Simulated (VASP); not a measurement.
# TiB6 (Pm-3m) in VASP: notebook, part 2 of 2

VASP 6.6.1. Earlier steps stand in the parts before.

**3. Single point, PBE, collinear spin, ferromagnetic start**

This run uses another cell than the first one, of 9.69 Å³/atom, 1.021 times its volume.

INCAR

```
SYSTEM = TiB6
  PREC = Accurate
  ENCUT = 520
  EDIFF = 1E-7
  ISMEAR = 0
  SIGMA = 0.1
  LREAL = .FALSE.
  LASPH = .TRUE.
  NELM = 150
  ALGO = Normal
  ISIF = 2
  LWAVE = .FALSE.
  LCHARG = .FALSE.
  ISPIN = 2
  MAGMOM = 1.64 0 0 0 0 0 0
  LORBIT = 11
  LMAXMIX = 4
  GGA = PE
  NBANDS = 28
```

KPOINTS

```
Automatic mesh
0
G
  10 10 10
  0 0 0
```

POSCAR

```
TiB6
1.0
    4.0779716033      0.0000000000      0.0000000000
    0.0000000000      4.0779716033      0.0000000000
    0.0000000000      0.0000000000      4.0779716033
Ti B
1 6
Direct
    0.0000000000      0.0000000000      0.0000000000
    0.8012204478      0.5000000000      0.5000000000
    0.1987795522      0.5000000000      0.5000000000
    0.5000000000      0.5000000000      0.8012204478
    0.5000000000      0.5000000000      0.1987795522
    0.5000000000      0.1987795522      0.5000000000
    0.5000000000      0.8012204478      0.5000000000
```

Potentials or basis: VASP PAW PBE potentials, release 64 (Ti_sv, B).

Command:

```bash
cat potpaw_PBE.64/Ti_sv/POTCAR potpaw_PBE.64/B/POTCAR > POTCAR
mpirun -np 1 vasp_std > vasp.out
```

OUTCAR:

```text
SYSTEM = TiB6
   PREC = Accurate
   ENCUT = 520
   EDIFF = 1E-7
   ISMEAR = 0
   LREAL = .FALSE.
   LASPH = .TRUE.
   NELM = 150
   ISIF = 2
   ISPIN = 2
   LORBIT = 11
   GGA = PE

 ion  position               nearest neighbor table
   1  0.000  0.000  0.000-
   2  0.801  0.500  0.500-   3 1.62   4 1.74   5 1.74   6 1.74   7 1.74
   3  0.199  0.500  0.500-   2 1.62   4 1.74   5 1.74   6 1.74   7 1.74
   4  0.500  0.500  0.801-   5 1.62   3 1.74   2 1.74   6 1.74   7 1.74
   5  0.500  0.500  0.199-   4 1.62   3 1.74   2 1.74   6 1.74   7 1.74
   6  0.500  0.199  0.500-   7 1.62   3 1.74   4 1.74   5 1.74   2 1.74
   7  0.500  0.801  0.500-   6 1.62   3 1.74   4 1.74   5 1.74   2 1.74

  LATTYP: Found a simple cubic cell.
 ALAT       =     4.0779716033

  Lattice vectors:

 A1 = (   4.0779716033,   0.0000000000,   0.0000000000)
 A2 = (   0.0000000000,   4.0779716033,   0.0000000000)
 A3 = (   0.0000000000,   0.0000000000,   4.0779716033)

Analysis of symmetry for initial positions (statically):
=====================================================================
 Subroutine PRICEL returns:
 Original cell was already a primitive cell.

 Routine SETGRP: Setting up the symmetry group for a
 simple cubic supercell.

 Subroutine GETGRP returns: Found 48 space group operations
 (whereof 48 operations were pure point group operations)
 out of a pool of 48 trial point group operations.

The static configuration has the point symmetry O_h .

Analysis of symmetry for dynamics (positions and initial velocities):
=====================================================================
 Subroutine PRICEL returns:
 Original cell was already a primitive cell.

 Routine SETGRP: Setting up the symmetry group for a
 simple cubic supercell.

 Subroutine GETGRP returns: Found 48 space group operations
 (whereof 48 operations were pure point group operations)
 out of a pool of 48 trial point group operations.

The dynamic configuration has the point symmetry O_h .

Analysis of structural, dynamic, and magnetic symmetry:
=====================================================================
 Subroutine PRICEL returns:
 Original cell was already a primitive cell.

 Routine SETGRP: Setting up the symmetry group for a
 simple cubic supercell.

 Subroutine GETGRP returns: Found 48 space group operations
 (whereof 48 operations were pure point group operations)
 out of a pool of 48 trial point group operations.

The overall configuration has the point symmetry O_h .

 Subroutine INISYM returns: Found 48 space group operations
 (whereof 48 operations are pure point group operations),
 and found     1 'primitive' translations

----------------------------------------------------------------------------------------

                                     Primitive cell

  volume of cell :      67.8161

  direct lattice vectors                    reciprocal lattice vectors
     4.077971603  0.000000000  0.000000000     0.245219952  0.000000000  0.000000000
     0.000000000  4.077971603  0.000000000     0.000000000  0.245219952  0.000000000
     0.000000000  0.000000000  4.077971603     0.000000000  0.000000000  0.245219952
[... 101 lines left out ...]
   ISYM   =      2    0-nonsym 1-usesym 2-fastsym
   POTIM  = 0.5000    time-step for ionic-motion
   TEBEG  =    0.0;   TEEND  =   0.0 temperature during run
   PSTRESS=    0.0 pullay stress
   NELECT =      30.0000    total number of electrons
   NUPDOWN=      -1.0000    fix difference up-down
   EMIN   =  10.00;   EMAX   =-10.00  energy-range for DOS
   EFERMI =   0.00;   METHOD = LEGACY
   ISMEAR =     0;   SIGMA  =   0.10  broadening in eV -4-tet -1-fermi 0-gaus
   EFERMI_NEDOS =   21; number of points for ismear=-14 and -15
   IALGO  =     38    algorithm
   IMIX   =      4    mixing-type and parameters
     AMIX     =   0.40;   BMIX     =  1.00
     AMIX_MAG =   1.60;   BMIX_MAG =  1.00
  volume/ion in A,a.u.               =       9.69        65.38
  Fermi-wavevector in a.u.,A,eV,Ry     =   1.247396  2.357237 21.170625  1.555997
  Thomas-Fermi vector in A             =   2.381530
   LORBIT       =     11    0 simple, 1 ext, 2 COOP (PROOUT), +10 PAW based schemes
   GGA     = PE    functional components
   LHFCALC =     F    Hartree Fock is set to
   AEXX    =    0.0000 exact exchange contribution
   IVDW    =     0    specifies the selected vdW correction
   LEPSILON=     F    determine dielectric tensor
   LRPA    =     F    only Hartree local field effects (RPA)
 spin polarized calculation
 Gauss-broadening in eV      SIGMA  =   0.10
  energy-cutoff  :      520.00
  volume of cell :       67.82
 maximum number of plane-waves:      1856
   NGX = 15   NGY = 15   NGZ = 15

 number of electron      30.0000000 magnetization       1.6400000

 number of electron      30.0000015 magnetization      -1.7855433

 Free energy of the ion-electron system (eV)
  ---------------------------------------------------
  ext. energy  EPLUGINS =         0.00000000
  ---------------------------------------------------
  free energy    TOTEN  =       -47.25025053 eV

  energy without entropy =      -47.23980807  energy(sigma->0) =      -47.24502930

 E-fermi :   6.0803     XC(G=0): -10.9035

 val. band max:        6.0789331254   @ k =   0.5000   0.2000   0.1000
 cond. band min:       6.0855025852   @ k =   0.5000   0.2000   0.0000
 fundamental gap:      0.0065694598
 Fermi energy:         6.0802581921

 spin component 1

 k-point     1 :       0.0000    0.0000    0.0000
  band No.  band energies     occupation
      1     -50.7515      1.00000
      2     -27.0233      1.00000
      3     -27.0233      1.00000
      4     -27.0233      1.00000
      5      -9.1974      1.00000
      6      -1.6502      1.00000
[... 709 lines left out ...]
     26      14.6421      0.00000
     27      14.8588      0.00000

 [... further k-points ...]

 spin component 2

 k-point     1 :       0.0000    0.0000    0.0000
  band No.  band energies     occupation
      1     -52.1839      1.00000
      2     -28.4515      1.00000
      3     -28.4514      1.00000
      4     -28.4514      1.00000
      5      -9.2076      1.00000
      6      -1.7660      1.00000
[... 709 lines left out ...]
     26      14.1477      0.00000
     27      14.7421      0.00000

 [... further k-points ...]

 [bands above 27 left out]

------------------------ aborting loop because EDIFF is reached ----------------------------------------

  FORCE on cell =-STRESS in cart. coord.  units (eV):
  Direction    XX          YY          ZZ          XY          YZ          ZX
  --------------------------------------------------------------------------------------
  -------------------------------------------------------------------------------------
  Total        0.0357486      0.0357486      0.0357486     -0.0000000     -0.0000000     -0.0000000
  in kB        0.8445727      0.8445727      0.8445727     -0.0000000     -0.0000000     -0.0000000
  external PRESSURE =       0.8445727 kB  Pullay stress =       0.0000000 kB

 VOLUME and BASIS-vectors are now :
 -----------------------------------------------------------------------------
  energy-cutoff  :      520.00
  volume of cell :       67.82
      direct lattice vectors                 reciprocal lattice vectors
     4.077971603  0.000000000  0.000000000     0.245219952  0.000000000  0.000000000
     0.000000000  4.077971603  0.000000000     0.000000000  0.245219952  0.000000000
     0.000000000  0.000000000  4.077971603     0.000000000  0.000000000  0.245219952

 POSITION                                       TOTAL-FORCE (eV/Angst)
 -----------------------------------------------------------------------------------
      0.00000      0.00000      0.00000        -0.000000      0.000000      0.000000
      3.26735      2.03899      2.03899         0.022876      0.000000     -0.000000
      0.81062      2.03899      2.03899        -0.022876      0.000000      0.000000
      2.03899      2.03899      3.26735         0.000000      0.000000      0.022876
      2.03899      2.03899      0.81062        -0.000000      0.000000     -0.022876
      2.03899      0.81062      2.03899        -0.000000     -0.022876      0.000000
      2.03899      3.26735      2.03899        -0.000000      0.022876     -0.000000
 -----------------------------------------------------------------------------------
    total drift:                                0.000000      0.000000     -0.000000

  FREE ENERGIE OF THE ION-ELECTRON SYSTEM (eV)
  ---------------------------------------------------
  free  energy   TOTEN  =       -47.2502505263 eV

  energy  without entropy=      -47.2398080733  energy(sigma->0) =      -47.24502930

 total charge

# of ion       s       p       d       tot
------------------------------------------
    1        2.064   5.993   1.906   9.963
    2        0.711   1.390   0.000   2.101
    3        0.711   1.390   0.000   2.101
    4        0.711   1.390   0.000   2.101
    5        0.711   1.390   0.000   2.101
    6        0.711   1.390   0.000   2.101
    7        0.711   1.390   0.000   2.101
--------------------------------------------------
tot          6.331  14.331   1.906  22.568

 magnetization (x)

# of ion       s       p       d       tot
------------------------------------------
    1       -0.010  -0.006  -1.462  -1.479
    2       -0.001   0.001   0.000   0.000
    3       -0.001   0.001   0.000   0.000
    4       -0.001   0.001   0.000   0.000
    5       -0.001   0.001   0.000   0.000
    6       -0.001   0.001   0.000   0.000
    7       -0.001   0.001   0.000   0.000
--------------------------------------------------
tot         -0.015   0.001  -1.462  -1.476
```

Wall time 2 min (1 thread of Intel Xeon Platinum 8559C (Emerald Rapids), shared host); peak memory 0.28 GiB.

Results:

| Quantity | Value |
| --- | --- |
| Free energy | -47.2503 eV |
| Pressure | 0.1 GPa |
| Largest force | 0.023 eV/Å |
| Net moment | -1.79 μB per cell |
| Site moments | Ti -1.48; B +0.00 μB |
| Valence electrons inside the program's atomic spheres | Ti 9.96; B 2.10 |

Forces on the atoms (eV/Å):
```
Ti   0.000  0.000  0.000
B    0.023  0.000  0.000
B   -0.023  0.000  0.000
B    0.000  0.000  0.023
B    0.000  0.000 -0.023
B    0.000 -0.023  0.000
B    0.000  0.023  0.000
```
